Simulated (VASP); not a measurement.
A run of VASP 6.6.1 is set up as follows.

INCAR

```
PREC = Accurate ; ENCUT = 500
EDIFF = 1E-6 ; ISMEAR = 0
SIGMA = 0.15 ; LREAL = F
LASPH = T ; NELM = 120
ALGO = Normal ; ISIF = 2
LWAVE = F ; LCHARG = T
GGA = PE ; LELF = T
LVHAR = T ; NBANDS = 16
GGA_COMPAT = F
```

The input KPOINTS:

```
regular mesh
0
Gamma
  12 12 12
```

The input POSCAR:

```
GaSb
1.0
    0.0000000000      2.9931249682      3.1641739971
    3.1641739971      0.0000000000      3.1641739971
    3.1641739971      2.9931249682      0.0000000000
Ga Sb
1 1
Direct
    0.0000000000      0.0000000000      0.0000000000
    0.7500000000      0.7500000000      0.7500000000
```

Potentials or basis: VASP PAW PBE potentials, release 64 (Ga_d, Sb).

The run is started by

```bash
$ cat potpaw_PBE.64/Ga_d/POTCAR potpaw_PBE.64/Sb/POTCAR > POTCAR
$ mpirun -np 1 vasp_std > vasp.out
```

Problem. Estimate the pressure.

Solution. 0.1 GPa.

Problem. Predict the band gap on the k mesh.

Solution. 0.20 eV (least direct gap 0.28 eV).

Stress tensor (GPa, compression positive):
```
-0.61  0.00  0.00
 0.00  1.46  0.00
 0.00  0.00 -0.61
```

Caveat: the cell differs from its parent crystal (strain +e along x and -e along y +0.0000, strain +e along z and -e/2 along x and y -0.0367); semilocal functionals underestimate gaps, and a narrow one can read as zero; spin-orbit coupling is left out, which moves the levels of the heavy elements. A k mesh can miss the band edges.
